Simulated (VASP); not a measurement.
Here is a VASP 6.6.1 calculation.

The input INCAR:

```
ALGO     = Normal         # electronic algorithm
EDIFF    = 1E-7           # SCF threshold, eV
ENCUT    = 520            # plane-wave cutoff, eV
GGA      = PE             # functional
ISIF     = 2              # what is computed and relaxed
ISMEAR   = -1             # smearing method
LASPH    = T              # aspherical terms in the spheres
LCHARG   = T              # write CHGCAR
LELF     = T              # ELF
LREAL    = F              # projectors in reciprocal space
LVHAR    = T            
LWAVE    = F              # write WAVECAR
NBANDS   = 16             # bands
NELM     = 60             # most SCF steps
PREC     = Accurate       # precision mode
SIGMA    = 0.03           # smearing width, eV
```

Contents of KPOINTS:

```
k-points
0
Gamma
  8 8 8
```

Contents of POSCAR:

```
CdTe
1.0
    0.0000000000      3.0468443266      3.0468443266
    3.0468443266      0.0000000000      3.0468443266
    3.0468443266      3.0468443266      0.0000000000
Cd Te
1 1
Direct
    0.0000000000      0.0000000000      0.0000000000
    0.7500000000      0.7500000000      0.7500000000
```

Potentials or basis: VASP PAW PBE potentials, release 64 (Cd, Te).

Command:

```console
$ cat potpaw_PBE.64/Cd/POTCAR potpaw_PBE.64/Te/POTCAR > POTCAR
$ mpirun -np 1 vasp_std > vasp.out
```

**Question.** Predict the band gap on the k mesh.

**Answer.** 1.35 eV, direct.

**Question.** Estimate the pressure.

**Answer.** 16.0 GPa.

Caveat: spin-orbit coupling is left out, which moves the levels of the heavy elements.
